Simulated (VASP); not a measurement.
A run of VASP 6.6.1:

The input INCAR:

```
PREC     = Accurate       # precision mode
ENCUT    = 520            # plane-wave cutoff, eV
EDIFF    = 1E-6           # SCF threshold, eV
ISMEAR   = -1             # smearing method
SIGMA    = 0.03           # smearing width, eV
LREAL    = False          # projectors in reciprocal space
LASPH    = True           # aspherical terms in the spheres
NELM     = 80             # most SCF steps
ALGO     = Normal         # electronic algorithm
ISIF     = 2              # what is computed and relaxed
LWAVE    = False          # write WAVECAR
LCHARG   = False          # write CHGCAR
GGA      = PE             # functional
NBANDS   = 32             # bands
```

Contents of KPOINTS:

```
regular mesh
0
Gamma
  13 13 8
```

Contents of POSCAR:

```
Lu
1.0
    3.5098988894      0.0000000000      0.0000000000
   -1.7549494447      3.0396616030      0.0000000000
    0.0000000000      0.0000000000      5.5666000000
Lu
2
Direct
    0.3333333333      0.6666666667      0.2500000000
    0.6666666667      0.3333333333      0.7500000000
```

Potentials or basis: VASP PAW PBE potentials, release 64 (Lu).

The run is started by

```console
$ cat potpaw_PBE.64/Lu/POTCAR > POTCAR
$ mpirun -np 1 vasp_std > vasp.out
```

Hardware: 1 thread of AMD EPYC 7R13 (shared host).

Q: How long does it take, and how much memory?

A: Wall time 4.3 min on 1 thread of AMD EPYC 7R13 (shared host), peak memory 0.27 GiB. Counts: scf iterations 11, k points 105.
